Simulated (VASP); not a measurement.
Hf4N: single point with PBE+D3(BJ)

The system is Hf4N, a slab with vacuum.

```
CELL_PARAMETERS angstrom
6.34235 0.00000 0.00000
0.00000 5.01676 0.00000
0.00000 0.00000 22.16652
ATOMIC_POSITIONS crystal
Hf 0.00000 0.75000 0.18045
Hf 0.50000 0.75000 0.18045
Hf 0.25000 0.25000 0.22175
Hf 0.75000 0.25000 0.22175
Hf 0.25000 0.75000 0.29648
Hf 0.75000 0.75000 0.29648
Hf 0.00000 0.25000 0.33684
Hf 0.50000 0.25000 0.33684
N 0.12500 0.75000 0.47218
N 0.12500 0.75000 0.52180
```

* Program: VASP 6.6.1
* Task: single point
* Functional: PBE
* Dispersion: D3(BJ)
* Potentials or basis: VASP PAW PBE potentials, release 64 (Hf_pv, N)
* Cutoff: 520 eV
* k mesh: 4 × 6 × 1
* Occupations: gaussian, width 0.1 eV
* Spin: no spin polarisation
* Dipole correction: yes
* Further INCAR settings: ALGO = Fast; EDIFF = 1e-07; NBANDS = 56

The largest force is 2.384 eV/Å and the band gap on the k mesh is zero (bands 45 and 46 overlap by 0.45 eV). The dispersion energy per atom is -0.212 eV.

Forces on the atoms (eV/Å):
```
Hf   0.015  0.000  0.126
Hf  -0.019  0.000  0.148
Hf   0.016  0.000 -0.096
Hf  -0.014  0.000 -0.039
Hf  -0.027  0.000 -0.034
Hf  -0.005  0.000 -0.043
Hf  -0.062  0.000 -0.077
Hf   0.077  0.000 -0.090
N    0.027  0.000 -2.278
N   -0.008  0.000  2.384
```

Levels at points of the mesh, in eV from the Fermi level:
```tsv
k point	band 43	band 44	band 45	band 46	band 47	band 48
(0.00, 0.00, 0.00)	-0.39	-0.24	0.11	0.42	0.46	0.70
(0.50, 0.00, 0.00)	-0.42	-0.38	-0.35	-0.35	-0.28	0.21
(0.00, 0.50, 0.00)	-0.41	-0.28	-0.26	0.48	0.50	0.55
(0.50, 0.50, 0.00)	-0.17	-0.17	-0.16	0.03	0.06	0.06
```

Wall time 29 min on 1 thread of Oxide Virtual Turin-like Processor (shared host), peak memory 0.9 GiB.

Caveat: the standard files for N, O and F lose accuracy on very short bonds; spin-orbit coupling is left out, which moves the levels of the heavy elements.
